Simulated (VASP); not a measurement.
# MgO (Pm-3m) in VASP: notebook

Runs on MgO. Level: r2SCAN. Tasks: single point, relaxation of cell and atoms.

All numbers are computed with VASP 6.6.1; they aren't measurements. Logs are shortened: lines on timing, memory, paths and dates and some standing lists are left out, and cuts for length are marked.

**1. The cell of the first run**

Symmetry: Pm-3m, No. 221, cubic system. The conventional cell has a = 2.655 Å, b = 2.655 Å, c = 2.655 Å, α = 90.00°, β = 90.00°, γ = 90.00°. Mg (site symmetry m-3m) has 8 O at 2.30 Å and 6 Mg at 2.65 Å within 3.0 Å. Within 3.0 Å of O (site symmetry m-3m) lie 8 Mg at 2.30 Å and 6 O at 2.65 Å.

**2. Single point, r2SCAN**

Contents of POSCAR:

```
MgO
1.0
    2.6546370080      0.0000000000      0.0000000000
    0.0000000000      2.6546370080      0.0000000000
    0.0000000000      0.0000000000      2.6546370080
Mg O
1 1
Direct
    0.0000000000      0.0000000000      0.0000000000
    0.5000000000      0.5000000000      0.5000000000
```

Contents of INCAR.step1:

```
SYSTEM = MgO
ALGO = Normal ; EDIFF = 1E-4
ENCUT = 520 ; GGA = PE
ISMEAR = 0 ; LASPH = .True.
LCHARG = .False. ; LREAL = .False.
LWAVE = .True. ; NBANDS = 11
NELM = 100 ; PREC = Accurate
SIGMA = 0.1
```

Contents of INCAR.step2:

```
SYSTEM = MgO
ALGO = Normal ; EDIFF = 1E-6
ENCUT = 520 ; ISIF = 2
ISMEAR = 0 ; ISTART = 1
LASPH = .True. ; LCHARG = .False.
LMIXTAU = .True. ; LREAL = .False.
LWAVE = .False. ; METAGGA = R2SCAN
NBANDS = 11 ; NELM = 100
PREC = Accurate ; SIGMA = 0.1
```

Contents of KPOINTS:

```
k-points
0
Gamma
  6 6 6
  0 0 0
```

Potentials or basis: VASP PAW PBE potentials, release 64 (Mg, O).

Launch:

```
cat potpaw_PBE.64/Mg/POTCAR potpaw_PBE.64/O/POTCAR > POTCAR
cp INCAR.step1 INCAR
mpirun -np 1 vasp_std > vasp.out
cp INCAR.step2 INCAR
mpirun -np 1 vasp_std > vasp.out
```

OUTCAR:

```text
SYSTEM = MgO
   EDIFF = 1E-6
   ENCUT = 520
   ISIF = 2
   ISMEAR = 0
   ISTART = 1
   LASPH = .True.
   LREAL = .False.
   METAGGA = R2SCAN
   NELM = 100
   PREC = Accurate

 ion  position               nearest neighbor table
   1  0.000  0.000  0.000-   2 2.30   2 2.30   2 2.30   2 2.30   2 2.30   2 2.30   2 2.30   2 2.30

   2  0.500  0.500  0.500-   1 2.30   1 2.30   1 2.30   1 2.30   1 2.30   1 2.30   1 2.30   1 2.30

  LATTYP: Found a simple cubic cell.
 ALAT       =     2.6546370080

  Lattice vectors:

 A1 = (   2.6546370080,   0.0000000000,   0.0000000000)
 A2 = (   0.0000000000,   2.6546370080,   0.0000000000)
 A3 = (   0.0000000000,   0.0000000000,   2.6546370080)

Analysis of symmetry for initial positions (statically):
=====================================================================
 Subroutine PRICEL returns:
 Original cell was already a primitive cell.

 Routine SETGRP: Setting up the symmetry group for a
 simple cubic supercell.

 Subroutine GETGRP returns: Found 48 space group operations
 (whereof 48 operations were pure point group operations)
 out of a pool of 48 trial point group operations.

The static configuration has the point symmetry O_h .

Analysis of symmetry for dynamics (positions and initial velocities):
=====================================================================
 Subroutine PRICEL returns:
 Original cell was already a primitive cell.

 Routine SETGRP: Setting up the symmetry group for a
 simple cubic supercell.

 Subroutine GETGRP returns: Found 48 space group operations
 (whereof 48 operations were pure point group operations)
 out of a pool of 48 trial point group operations.

The dynamic configuration has the point symmetry O_h .

 Subroutine INISYM returns: Found 48 space group operations
 (whereof 48 operations are pure point group operations),
 and found     1 'primitive' translations

----------------------------------------------------------------------------------------

                                     Primitive cell

  volume of cell :      18.7075

  direct lattice vectors                    reciprocal lattice vectors
     2.654637008  0.000000000  0.000000000     0.376699337  0.000000000  0.000000000
     0.000000000  2.654637008  0.000000000     0.000000000  0.376699337  0.000000000
     0.000000000  0.000000000  2.654637008     0.000000000  0.000000000  0.376699337

  length of vectors
     2.654637008  2.654637008  2.654637008     0.376699337  0.376699337  0.376699337

  position of ions in fractional coordinates (direct lattice)
     0.000000000  0.000000000  0.000000000
     0.500000000  0.500000000  0.500000000

  ion indices of the primitive-cell ions
   primitive index   ion index
                 1           1
                 2           2

----------------------------------------------------------------------------------------

 KPOINTS: k-points

Automatic generation of k-mesh.
 Grid dimensions read from file:
 generate k-points for:    6    6    6

 Generating k-lattice:

  Cartesian coordinates                     Fractional coordinates (reciprocal lattice)
     0.062783223  0.000000000  0.000000000     0.166666667  0.000000000  0.000000000
     0.000000000  0.062783223  0.000000000     0.000000000  0.166666667  0.000000000
     0.000000000  0.000000000  0.062783223     0.000000000  0.000000000  0.166666667

  Length of vectors
     0.062783223  0.062783223  0.062783223

  Shift w.r.t. Gamma in fractional coordinates (k-lattice)
     0.000000000  0.000000000  0.000000000

 Subroutine IBZKPT returns following result:
 ===========================================

 Found     20 irreducible k-points:

 Following reciprocal coordinates:
            Coordinates               Weight
  0.000000  0.000000  0.000000      1.000000
  0.166667  0.000000  0.000000      6.000000
  0.333333  0.000000  0.000000      6.000000
  0.500000  0.000000  0.000000      3.000000
  0.166667  0.166667  0.000000     12.000000
  0.333333  0.166667  0.000000     24.000000
[... 12 lines left out ...]
  0.500000  0.500000  0.333333      6.000000
  0.500000  0.500000  0.500000      1.000000
   k-points           NKPTS =     20   k-points in BZ     NKDIM =     20   number of bands    NBANDS=     11
   number of dos      NEDOS =    301   number of ions     NIONS =      2
   total plane-waves  NPLWV =   8000
   dimension x,y,z NGX =    20 NGY =   20 NGZ =   20
   dimension x,y,z NGXF=    40 NGYF=   40 NGZF=   40
   ions per type =               1   1
   NGX,Y,Z   is equivalent  to a cutoff of  12.52, 12.52, 12.52 a.u.
   NGXF,Y,Z  is equivalent  to a cutoff of  25.05, 25.05, 25.05 a.u.
 SYSTEM =  MgO
   PREC   = accura    normal or accurate (medium, high low for compatibility)
   ISTART =      1    job   : 0-new  1-cont  2-samecut
   ICHARG =      0    charge: 1-file 2-atom 10-const
   ISPIN  =      1    spin polarized calculation?
   LNONCOLLINEAR =      F non collinear calculations
   LSORBIT =      F    spin-orbit coupling
   LASPH  =      T    aspherical Exc in radial PAW
   ENCUT  =  520.0 eV  38.22 Ry    6.18 a.u.   4.94  4.94  4.94*2*pi/ulx,y,z
   NELM   =    100;   NELMIN=  2; NELMDL=  0     # of ELM steps
   EDIFF  = 0.1E-05   stopping-criterion for ELM
   LREAL  =      F    real-space projection
   EDIFFG = 0.1E-04   stopping-criterion for IOM
   NSW    =      0    number of steps for IOM
   IBRION =     -1    ionic relax: 0-MD 1-quasi-New 2-CG
   NFREE  =      0    steps in history (QN), initial steepest desc. (CG)
   ISIF   =      2    stress and relaxation
   ISYM   =      2    0-nonsym 1-usesym 2-fastsym
   POTIM  = 0.5000    time-step for ionic-motion
   TEBEG  =    0.0;   TEEND  =   0.0 temperature during run
   PSTRESS=    0.0 pullay stress
   NELECT =       8.0000    total number of electrons
   NUPDOWN=      -1.0000    fix difference up-down
   EMIN   =  10.00;   EMAX   =-10.00  energy-range for DOS
   EFERMI =   0.00;   METHOD = LEGACY
   ISMEAR =     0;   SIGMA  =   0.10  broadening in eV -4-tet -1-fermi 0-gaus
   EFERMI_NEDOS =   21; number of points for ismear=-14 and -15
   IALGO  =     38    algorithm
   IMIX   =      4    mixing-type and parameters
     AMIX     =   0.40;   BMIX     =  1.00
     AMIX_MAG =   1.60;   BMIX_MAG =  1.00
  volume/ion in A,a.u.               =       9.35        63.12
  Fermi-wavevector in a.u.,A,eV,Ry     =   1.233388  2.330765 20.697804  1.521246
  Thomas-Fermi vector in A             =   2.368120
   LORBIT       =      0    0 simple, 1 ext, 2 COOP (PROOUT), +10 PAW based schemes
   METAGGA = R2SCAN    functional components
   LHFCALC =     F    Hartree Fock is set to
   AEXX    =    0.0000 exact exchange contribution
   IVDW    =     0    specifies the selected vdW correction
   LEPSILON=     F    determine dielectric tensor
   LRPA    =     F    only Hartree local field effects (RPA)
 non-spin polarized calculation
 Gauss-broadening in eV      SIGMA  =   0.10
  energy-cutoff  :      520.00
  volume of cell :       18.71
 maximum number of plane-waves:       514
 NGX is ok and might be reduce to    20
   NGX =  9   NGY =  9   NGZ =  9

 number of electron       7.9999994 magnetization

 Free energy of the ion-electron system (eV)
  ---------------------------------------------------
  ext. energy  EPLUGINS =         0.00000000
  ---------------------------------------------------
  free energy    TOTEN  =       -14.51057994 eV

  energy without entropy =      -14.51057994  energy(sigma->0) =      -14.51057994

 E-fermi :   5.0661     XC(G=0): -11.6995

 val. band max:        4.5011666947   @ k =   0.5000   0.5000   0.0000
 cond. band min:       7.6128227733   @ k =   0.0000   0.0000   0.0000
 fundamental gap:      3.1116560785
 Fermi energy:         5.0660536935

 k-point     1 :       0.0000    0.0000    0.0000
  band No.  band energies     occupation
      1     -14.8412      2.00000
      2       3.4825      2.00000
      3       3.4825      2.00000
      4       3.4825      2.00000
      5       7.6128      0.00000
      6      15.8808      0.00000
      7      15.8808      0.00000
      8      25.7813      0.00000
      9      25.7813      0.00000
     10      25.7813      0.00000
     11      33.0380      0.00000

 k-point     2 :       0.1667    0.0000    0.0000
  band No.  band energies     occupation
      1     -14.5907      2.00000
      2       1.6514      2.00000
      3       3.5918      2.00000
      4       3.5918      2.00000
      5       8.9413      0.00000
      6      16.2688      0.00000
      7      16.4664      0.00000
      8      25.2496      0.00000
      9      25.2496      0.00000
     10      26.4264      0.00000
     11      31.1454      0.00000

 k-point     3 :       0.3333    0.0000    0.0000
  band No.  band energies     occupation
      1     -14.0270      2.00000
      2      -0.8362      2.00000
      3       3.8207      2.00000
      4       3.8207      2.00000
      5      10.8817      0.00000
      6      15.7809      0.00000
      7      18.1761      0.00000
      8      23.9980      0.00000
      9      23.9980      0.00000
     10      25.9644      0.00000
     11      29.6404      0.00000

 k-point     4 :       0.5000    0.0000    0.0000
  band No.  band energies     occupation
      1     -13.7029      2.00000
      2      -1.8863      2.00000
      3       3.9407      2.00000
      4       3.9407      2.00000
      5      12.1912      0.00000
      6      14.7322      0.00000
      7      20.0879      0.00000
      8      22.8491      0.00000
      9      23.3403      0.00000
     10      23.3403      0.00000
     11      29.2684      0.00000
[... 183 lines left out ...]
 k-point    18 :       0.5000    0.3333    0.3333
  band No.  band energies     occupation
      1     -12.5131      2.00000
      2       0.2146      2.00000
      3       1.2760      2.00000
      4       1.5311      2.00000
      5      12.5844      0.00000
      6      13.6648      0.00000
      7      14.5524      0.00000
      8      22.5917      0.00000
      9      23.6938      0.00000
     10      23.9478      0.00000
     11      25.5443      0.00000

 k-point    19 :       0.5000    0.5000    0.3333
  band No.  band energies     occupation
      1     -12.2896      2.00000
      2       0.5810      2.00000
      3       0.5810      2.00000
      4       1.6789      2.00000
      5      11.9479      0.00000
      6      13.7906      0.00000
      7      13.7906      0.00000
      8      23.0051      0.00000
      9      23.3487      0.00000
     10      24.4420      0.00000
     11      24.4420      0.00000

 k-point    20 :       0.5000    0.5000    0.5000
  band No.  band energies     occupation
      1     -12.0675      2.00000
      2       0.8810      2.00000
      3       0.8810      2.00000
      4       0.8810      2.00000
      5      12.7439      0.00000
      6      12.7439      0.00000
      7      12.7439      0.00000
      8      21.7508      0.00000
      9      24.4256      0.00000
     10      24.4256      0.00000
     11      24.4256      0.00000

------------------------ aborting loop because EDIFF is reached ----------------------------------------

  FORCE on cell =-STRESS in cart. coord.  units (eV):
  Direction    XX          YY          ZZ          XY          YZ          ZX
  --------------------------------------------------------------------------------------
  -------------------------------------------------------------------------------------
  Total       -0.7414561     -0.7414561     -0.7414561     -0.0000000     -0.0000000      0.0000000
  in kB      -63.5009999    -63.5009999    -63.5009999     -0.0000000     -0.0000000      0.0000000
  external PRESSURE =     -63.5009999 kB  Pullay stress =       0.0000000 kB

 VOLUME and BASIS-vectors are now :
 -----------------------------------------------------------------------------
  energy-cutoff  :      520.00
  volume of cell :       18.71
      direct lattice vectors                 reciprocal lattice vectors
     2.654637008  0.000000000  0.000000000     0.376699337  0.000000000  0.000000000
     0.000000000  2.654637008  0.000000000     0.000000000  0.376699337  0.000000000
     0.000000000  0.000000000  2.654637008     0.000000000  0.000000000  0.376699337

 POSITION                                       TOTAL-FORCE (eV/Angst)
 -----------------------------------------------------------------------------------
      0.00000      0.00000      0.00000         0.000000      0.000000      0.000000
      1.32732      1.32732      1.32732         0.000000      0.000000      0.000000
 -----------------------------------------------------------------------------------
    total drift:                                0.000000      0.000000      0.000000

  FREE ENERGIE OF THE ION-ELECTRON SYSTEM (eV)
  ---------------------------------------------------
  free  energy   TOTEN  =       -14.5105799396 eV

  energy  without entropy=      -14.5105799396  energy(sigma->0) =      -14.51057994
```

It took 40 s on 1 thread of Intel Xeon 8259CL, shared host; peak memory 0.13 GiB.

What came out:

```
Free energy            : -14.5106 eV
Pressure               : -6.4 GPa
Band gap on the k mesh : 3.11 eV (least direct gap 4.13 eV)
```

Levels at points of the mesh, in eV from the valence-band top:
```csv
k point,band 1,band 2,band 3,band 4,band 5,band 6,band 7,band 8
"(0.00, 0.00, 0.00)",-19.34,-1.02,-1.02,-1.02,3.11,11.38,11.38,21.28
"(0.50, 0.00, 0.00)",-18.20,-6.39,-0.56,-0.56,7.69,10.23,15.59,18.35
"(0.50, 0.50, 0.00)",-17.38,-4.67,-4.67,0.00,5.73,13.06,13.06,14.15
"(0.50, 0.50, 0.50)",-16.57,-3.62,-3.62,-3.62,8.24,8.24,8.24,17.25
```

Caveat: the cell stands under tension; the PAW data sets were made with another functional, which shifts forces and pressure a little. A k mesh can miss the band edges.

**3. Single point, r2SCAN**

This run uses another cell than the first one, of 9.02 Å³/atom.

Contents of POSCAR:

```
MgO
1.0
    2.6223259631      0.0000000000      0.0000000000
    0.0000000000      2.6223259631      0.0000000000
    0.0000000000      0.0000000000      2.6223259631
Mg O
1 1
Direct
    0.0000000000      0.0000000000      0.0000000000
    0.5000000000      0.5000000000      0.5000000000
```

Contents of INCAR.step1:

```
  ALGO = Normal
  EDIFF = 1E-4
  ENCUT = 520
  GGA = PE
  ISMEAR = 0
  LASPH = True
  LCHARG = False
  LREAL = False
  LWAVE = True
  NBANDS = 11
  NELM = 60
  PREC = Accurate
  SIGMA = 0.1
```

Contents of INCAR.step2:

```
  ALGO = Normal
  EDIFF = 1E-7
  ENCUT = 520
  ISIF = 2
  ISMEAR = 0
  ISTART = 1
  LASPH = True
  LCHARG = True
  LELF = True
  LMIXTAU = True
  LREAL = False
  LVHAR = True
  LWAVE = False
  METAGGA = R2SCAN
  NBANDS = 11
  NELM = 60
  PREC = Accurate
  SIGMA = 0.1
```

Contents of KPOINTS:

```
k-points
0
Gamma
  6 6 6
```

Potentials or basis: VASP PAW PBE potentials, release 64 (Mg, O).

Launch:

```
cat potpaw_PBE.64/Mg/POTCAR potpaw_PBE.64/O/POTCAR > POTCAR
cp INCAR.step1 INCAR
mpirun -np 1 vasp_std > vasp.out
cp INCAR.step2 INCAR
mpirun -np 1 vasp_std > vasp.out
```

Wall time 44 s (1 thread of Intel Xeon 8259CL, shared host); peak memory 0.13 GiB.

It converged, with:

```
Free energy            : -14.5256 eV
Pressure               : -1.0 GPa
Band gap on the k mesh : 3.46 eV (least direct gap 4.52 eV)
```

Levels at points of the mesh, in eV from the valence-band top:
| k point | band 1 | band 2 | band 3 | band 4 | band 5 | band 6 | band 7 | band 8 | band 9 |
| --- | --- | --- | --- | --- | --- | --- | --- | --- | --- |
| (0.00, 0.00, 0.00) | -19.59 | -1.06 | -1.06 | -1.06 | 3.46 | 11.46 | 11.46 | 21.91 | 21.91 |
| (0.50, 0.00, 0.00) | -18.37 | -6.62 | -0.59 | -0.59 | 8.02 | 10.65 | 15.81 | 18.55 | 19.27 |
| (0.50, 0.50, 0.00) | -17.49 | -4.86 | -4.86 | 0.00 | 5.88 | 13.47 | 13.47 | 14.46 | 20.50 |
| (0.50, 0.50, 0.50) | -16.61 | -3.79 | -3.79 | -3.79 | 8.41 | 8.41 | 8.41 | 17.94 | 20.42 |

Caveat: the PAW data sets were made with another functional, which shifts forces and pressure a little. A k mesh can miss the band edges.

(Continued in part 2 of 2.)
